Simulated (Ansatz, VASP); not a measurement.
## SiNi: VASP beside Ansatz

```
Si Ni
1.0
    -5.08783    0.00000    0.00000
     0.00000   -3.35777    0.00000
     0.00000    0.00000   14.05566
Si Ni
8 8
Direct
  0.67857 0.25000 0.62396
  0.67857 0.25000 0.23068
  0.82143 0.75000 0.03404
  0.82143 0.75000 0.42732
  0.17857 0.25000 0.75252
  0.17857 0.25000 0.35924
  0.32143 0.75000 0.16260
  0.32143 0.75000 0.55588
  0.99070 0.75000 0.66362
  0.99070 0.75000 0.27034
  0.50930 0.25000 0.07370
  0.50930 0.25000 0.46698
  0.49070 0.75000 0.71287
  0.49070 0.75000 0.31959
  0.00930 0.25000 0.12295
  0.00930 0.25000 0.51623
```

Alike in both runs: task single point; functional PBEsol; k mesh 8 × 12 × 4; occupations gaussian, width 0.15 eV; no spin polarisation.

|  | VASP | Ansatz |
| --- | --- | --- |
| version | VASP 6.6.1 | Ansatz 0.2.0 |
| potentials or method | VASP PAW PBE potentials, release 64 (Si, Ni), cutoff 520 eV | scalar-relativistic, plane waves, PAW |
| valence electrons in the cell | 112 | 176 |

```csv
,VASP,Ansatz,Ansatz less VASP
gap on the k mesh at the Fermi level (eV),none,none,-
pressure (GPa),-3.5,-3.7,-0.24
"traceless stress, the component that is largest in VASP (GPa)",-0.64,-0.69,-0.050
rms of the force components (eV/Å),0.255,0.261,+0.0064
```

VASP's potentials were made for PBE, not for PBEsol. Atom by atom the forces differ by 0.009 eV/Å (rms over components). A gap of «none» marks a metal or a gap that the smearing closes. With one functional, cell and mesh, what is left measures potentials, basis and numerics. VASP's potentials hold 112 valence electrons a cell and Ansatz's 176, so a difference there can come from the potentials and not from the codes.
